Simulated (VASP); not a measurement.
TiN:

```
Ti N
1.0
     0.00000    2.17053    2.17053
     2.17053    0.00000    2.17053
     2.17053    2.17053    0.00000
Ti N
1 1
Direct
  0.00000 0.00000 0.00000
  0.50000 0.50000 0.50000
```

* Program: VASP 6.6.1
* Task: relaxation of cell and atoms
* Functional: r2SCAN
* Potentials or basis: VASP PAW PBE potentials, release 64 (Ti_sv, N)
* Cutoff: 600 eV
* k mesh: 8 × 8 × 8
* Occupations: gaussian, width 0.1 eV
* Spin: no spin polarisation

At the start: pressure -17.7 GPa; volume 10.23 Å³/atom.

Problem. Where does the relaxation end?

Solution. Over 3 steps the energy falls by 40.4 meV/atom and the volume is 9.55 Å³/atom (-6.6 %); space group Fm-3m (No. 225, to 0.05 Å).

The path:
```tsv
step	energy change (eV)	largest force (eV/Å)	pressure (GPa)	volume (Å³)
1	0.0000	0.0000	-17.67	20.45
2	0.0992	0.0000	35.24	17.29
3	-0.0807	0.0000	-0.45	19.11
```

Final structure:
```
CELL_PARAMETERS angstrom
0.00000 2.12186 2.12186
2.12186 0.00000 2.12186
2.12186 2.12186 0.00000
ATOMIC_POSITIONS crystal
Ti 0.00000 0.00000 0.00000
N 0.50000 0.50000 0.50000
```

Caveat: the PAW data sets were made with another functional, which shifts forces and pressure a little.
